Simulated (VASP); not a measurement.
Here is a VASP 6.6.1 calculation.

Contents of INCAR:

```
PREC = Accurate
ENCUT = 520
EDIFF = 1E-6
ISMEAR = -1
SIGMA = 0.15
LREAL = F
LASPH = T
NELM = 100
ALGO = Normal
ISIF = 2
LWAVE = F
LCHARG = F
GGA = PS
NBANDS = 13
```

File KPOINTS:

```
Automatic mesh
0
Gamma
  12 12 11
```

The input POSCAR:

```
Ge
1.0
    1.4509386269     -2.7006369523      0.0000000000
    1.4509386269      2.7006369523      0.0000000000
    0.0000000000      0.0000000000      2.8021086721
Ge
1
Direct
    0.5000000000      0.5000000000      0.0000000000
```

Potentials or basis: VASP PAW PBE potentials, release 64 (Ge_d).

The run is started by

```sh
$ cat potpaw_PBE.64/Ge_d/POTCAR > POTCAR
$ mpirun -np 1 vasp_std > vasp.out
```

Q: Predict the band gap on the k mesh.

A: Zero (band 7 reaches 11.00 eV, above the bottom of band 8 at 2.19 eV).

Q: Estimate the pressure.

A: -9.1 GPa.

Stress tensor (GPa, compression positive):
```
 -8.77   0.00   0.00
  0.00 -10.38   0.00
  0.00   0.00  -8.12
```

Caveat: the PAW data sets were made with another functional, which shifts forces and pressure a little.
